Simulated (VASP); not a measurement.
# HgTe (I-4m2) in VASP: single point with PBEsol+D3(BJ)

Aim: the single point of HgTe with PBEsol+D3(BJ).

All numbers are computed with VASP 6.6.1; they aren't measurements. Logs are shortened: lines on timing, memory, paths and dates and some standing lists are left out, and cuts for length are marked.

## 1. The cell of the first run

The structure is tetragonal, space group I-4m2 (No. 119). The conventional cell has a = 6.091 Å, b = 6.091 Å, c = 3.119 Å, α = 90.00°, β = 90.00°, γ = 90.00°. Within 4.1 Å of Hg (site symmetry -4m2) lie 2 Hg at 3.12 Å and 8 Te at 3.14 to 3.84 Å. Te (site symmetry -4m2) has 2 Te at 3.12 Å and 8 Hg at 3.14 to 3.84 Å within 4.1 Å.

## 2. Single point, PBEsol+D3(BJ)

INCAR reads:

```
PREC = Accurate
ENCUT = 520
EDIFF = 1E-7
ISMEAR = -1
SIGMA = 0.01
LREAL = F
LASPH = T
NELM = 100
ALGO = Normal
ISIF = 2
LWAVE = F
LCHARG = T
GGA = PS
IVDW = 12
LELF = T
LVHAR = T
NBANDS = 16
```

KPOINTS reads:

```
regular mesh
0
Gamma
  1 1 1
```

POSCAR reads:

```
HgTe
1.0
   -3.0456030000      3.0456030000      1.5594100000
    3.0456030000     -3.0456030000      1.5594100000
    3.0456030000      3.0456030000     -1.5594100000
Hg Te
1 1
Direct
    0.2500000000      0.7500000000      0.5000000000
    0.0000000000      0.0000000000      0.0000000000
```

Potentials or basis: VASP PAW PBE potentials, release 64 (Hg, Te).

The run is started by

```sh
> cat potpaw_PBE.64/Hg/POTCAR potpaw_PBE.64/Te/POTCAR > POTCAR
> mpirun -np 1 vasp_gam > vasp.out
```

OUTCAR:

```text
PREC = Accurate
   ENCUT = 520
   EDIFF = 1E-7
   ISMEAR = -1
   LREAL = F
   LASPH = T
   NELM = 100
   ISIF = 2
   GGA = PS
   IVDW = 12
 IVDW          = 12

 ion  position               nearest neighbor table
   1  0.250  0.750  0.500-   2 3.14   2 3.14   2 3.14   2 3.14
   2  0.000  0.000  0.000-   1 3.14   1 3.14   1 3.14   1 3.14

  LATTYP: Found a body centered tetragonal cell.
 ALAT       =     6.0912060000
 C/A-ratio  =     0.5120201156

  Lattice vectors:

 A1 = (  -3.0456030000,   3.0456030000,   1.5594100000)
 A2 = (   3.0456030000,  -3.0456030000,   1.5594100000)
 A3 = (   3.0456030000,   3.0456030000,  -1.5594100000)

Analysis of symmetry for initial positions (statically):
=====================================================================
 Subroutine PRICEL returns:
 Original cell was already a primitive cell.

 Routine SETGRP: Setting up the symmetry group for a
 body centered tetragonal supercell.

 Subroutine GETGRP returns: Found  8 space group operations
 (whereof  8 operations were pure point group operations)
 out of a pool of 16 trial point group operations.

The static configuration has the point symmetry D_2d.

Analysis of symmetry for dynamics (positions and initial velocities):
=====================================================================
 Subroutine PRICEL returns:
 Original cell was already a primitive cell.

 Routine SETGRP: Setting up the symmetry group for a
 body centered tetragonal supercell.

 Subroutine GETGRP returns: Found  8 space group operations
 (whereof  8 operations were pure point group operations)
 out of a pool of 16 trial point group operations.

The dynamic configuration has the point symmetry D_2d.

 Subroutine INISYM returns: Found  8 space group operations
 (whereof  8 operations are pure point group operations),
 and found     1 'primitive' translations

----------------------------------------------------------------------------------------

                                     Primitive cell

  volume of cell :      57.8585

  direct lattice vectors                    reciprocal lattice vectors
    -3.045603000  3.045603000  1.559410000     0.000000000  0.164171102  0.320634086
     3.045603000 -3.045603000  1.559410000     0.164171102  0.000000000  0.320634086
     3.045603000  3.045603000 -1.559410000     0.164171102  0.164171102  0.000000000

  length of vectors
     4.580737366  4.580737366  4.580737366     0.360219888  0.360219888  0.232172999

  position of ions in fractional coordinates (direct lattice)
     0.250000000  0.750000000  0.500000000
     0.000000000  0.000000000  0.000000000

  ion indices of the primitive-cell ions
   primitive index   ion index
                 1           1
                 2           2

----------------------------------------------------------------------------------------

 KPOINTS: regular mesh

Automatic generation of k-mesh.
 Grid dimensions read from file:
 generate k-points for:    1    1    1

 Generating k-lattice:

  Cartesian coordinates                     Fractional coordinates (reciprocal lattice)
     0.000000000  0.164171102  0.320634086     1.000000000  0.000000000  0.000000000
     0.164171102  0.000000000  0.320634086     0.000000000  1.000000000  0.000000000
     0.164171102  0.164171102  0.000000000     0.000000000  0.000000000  1.000000000

  Length of vectors
     0.360219888  0.360219888  0.232172999

  Shift w.r.t. Gamma in fractional coordinates (k-lattice)
     0.000000000  0.000000000  0.000000000

 Subroutine IBZKPT returns following result:
 ===========================================

 Found      1 irreducible k-points:

 Following reciprocal coordinates:
            Coordinates               Weight
  0.000000  0.000000  0.000000      1.000000
   k-points           NKPTS =      1   k-points in BZ     NKDIM =      1   number of bands    NBANDS=     16
   number of dos      NEDOS =    301   number of ions     NIONS =      2
   total plane-waves  NPLWV =  46656
   dimension x,y,z NGX =    36 NGY =   36 NGZ =   36
   dimension x,y,z NGXF=    72 NGYF=   72 NGZF=   72
   ions per type =               1   1
   NGX,Y,Z   is equivalent  to a cutoff of  13.07, 13.07, 13.07 a.u.
   NGXF,Y,Z  is equivalent  to a cutoff of  26.13, 26.13, 26.13 a.u.
 SYSTEM =  unknown system
   PREC   = accura    normal or accurate (medium, high low for compatibility)
   ISTART =      0    job   : 0-new  1-cont  2-samecut
   ICHARG =      2    charge: 1-file 2-atom 10-const
   ISPIN  =      1    spin polarized calculation?
   LNONCOLLINEAR =      F non collinear calculations
   LSORBIT =      F    spin-orbit coupling
   LASPH  =      T    aspherical Exc in radial PAW
   ENCUT  =  520.0 eV  38.22 Ry    6.18 a.u.   8.52  8.52  8.52*2*pi/ulx,y,z
   NELM   =    100;   NELMIN=  2; NELMDL= -5     # of ELM steps
   EDIFF  = 0.1E-06   stopping-criterion for ELM
   LREAL  =      F    real-space projection
   EDIFFG = 0.1E-05   stopping-criterion for IOM
   NSW    =      0    number of steps for IOM
   IBRION =     -1    ionic relax: 0-MD 1-quasi-New 2-CG
   NFREE  =      0    steps in history (QN), initial steepest desc. (CG)
   ISIF   =      2    stress and relaxation
   ISYM   =      2    0-nonsym 1-usesym 2-fastsym
   POTIM  = 0.5000    time-step for ionic-motion
   TEBEG  =    0.0;   TEEND  =   0.0 temperature during run
   PSTRESS=    0.0 pullay stress
   NELECT =      18.0000    total number of electrons
   NUPDOWN=      -1.0000    fix difference up-down
   EMIN   =  10.00;   EMAX   =-10.00  energy-range for DOS
   EFERMI =   0.00;   METHOD = LEGACY
   ISMEAR =    -1;   SIGMA  =   0.01  broadening in eV -4-tet -1-fermi 0-gaus
   EFERMI_NEDOS =   21; number of points for ismear=-14 and -15
   IALGO  =     38    algorithm
   IMIX   =      4    mixing-type and parameters
     AMIX     =   0.40;   BMIX     =  1.00
     AMIX_MAG =   1.60;   BMIX_MAG =  1.00
  volume/ion in A,a.u.               =      28.93       195.22
  Fermi-wavevector in a.u.,A,eV,Ry     =   1.109286  2.096246 16.742166  1.230515
  Thomas-Fermi vector in A             =   2.245823
   LORBIT       =      0    0 simple, 1 ext, 2 COOP (PROOUT), +10 PAW based schemes
   GGA     = PS    functional components
   LHFCALC =     F    Hartree Fock is set to
   AEXX    =    0.0000 exact exchange contribution
   IVDW    =    12    specifies the selected vdW correction
   LEPSILON=     F    determine dielectric tensor
   LRPA    =     F    only Hartree local field effects (RPA)
 non-spin polarized calculation
  energy-cutoff  :      520.00
  volume of cell :       57.86
 maximum number of plane-waves:       769
 NGX is ok and might be reduce to    36
   NGX = 17   NGY = 17   NGZ = 17

 number of electron      18.0000002 magnetization

 Free energy of the ion-electron system (eV)
  ---------------------------------------------------
  ext. energy  EPLUGINS =         0.00000000
  ---------------------------------------------------
  free energy    TOTEN  =        -6.50132994 eV

  energy without entropy =       -6.50132994  energy(sigma->0) =       -6.50132994

 E-fermi :   1.7623     XC(G=0):  -9.9674

 val. band max:        1.4576804742   @ k =   0.0000   0.0000   0.0000
 cond. band min:       6.5847004803   @ k =   0.0000   0.0000   0.0000
 fundamental gap:      5.1270200062
 Fermi energy:         1.7622944179

 k-point     1 :       0.0000    0.0000    0.0000
  band No.  band energies     occupation
      1      -8.9476      2.00000
      2      -2.1731      2.00000
      3      -1.8173      2.00000
      4      -1.7128      2.00000
      5      -1.0659      2.00000
      6      -1.0659      2.00000
[... 8 lines left out ...]
     15      14.2923      0.00000
     16      15.5101      0.00000

------------------------ aborting loop because EDIFF is reached ----------------------------------------

 Edisp (eV)   -0.81259

 E8    (eV) :    -0.5508

  FORCE on cell =-STRESS in cart. coord.  units (eV):
  Direction    XX          YY          ZZ          XY          YZ          ZX
  --------------------------------------------------------------------------------------
  -------------------------------------------------------------------------------------
  Total       8.12329     8.12329   -33.24855     0.00000     0.00000    -0.00000
  in kB     224.94475   224.94475  -920.69638     0.00000     0.00000    -0.00000
  external pressure =     -156.94 kB  Pullay stress =        0.00 kB

 VOLUME and BASIS-vectors are now :
 -----------------------------------------------------------------------------
  energy-cutoff  :      520.00
  volume of cell :       57.86
      direct lattice vectors                 reciprocal lattice vectors
    -3.045603000  3.045603000  1.559410000     0.000000000  0.164171102  0.320634086
     3.045603000 -3.045603000  1.559410000     0.164171102  0.000000000  0.320634086
     3.045603000  3.045603000 -1.559410000     0.164171102  0.164171102  0.000000000

 POSITION                                       TOTAL-FORCE (eV/Angst)
 -----------------------------------------------------------------------------------
      3.04560      0.00000      0.77970         0.000000     -0.000000      0.000000
      0.00000      0.00000      0.00000        -0.000000      0.000000     -0.000000
 -----------------------------------------------------------------------------------
    total drift:                                0.000000     -0.000000      0.000000

  FREE ENERGIE OF THE ION-ELECTRON SYSTEM (eV)
  ---------------------------------------------------
  free  energy   TOTEN  =        -7.3139165806 eV

  energy  without entropy=       -7.3139165806  energy(sigma->0) =       -7.31391658
```

Run time: 17 s. Hardware: 1 thread of AMD EPYC 7R13, shared host; peak memory 0.2 GiB.

What came out:

* Free energy: -7.3139 eV
* Pressure: -15.7 GPa
* Band gap on the k mesh: 5.13 eV
* Dispersion energy per atom: -0.406 eV

Caveat: the k points lie up to 2.26 Å⁻¹ apart; the PAW data sets were made with another functional, which shifts forces and pressure a little; spin-orbit coupling is left out, which moves the levels of the heavy elements. A k mesh can miss the band edges.
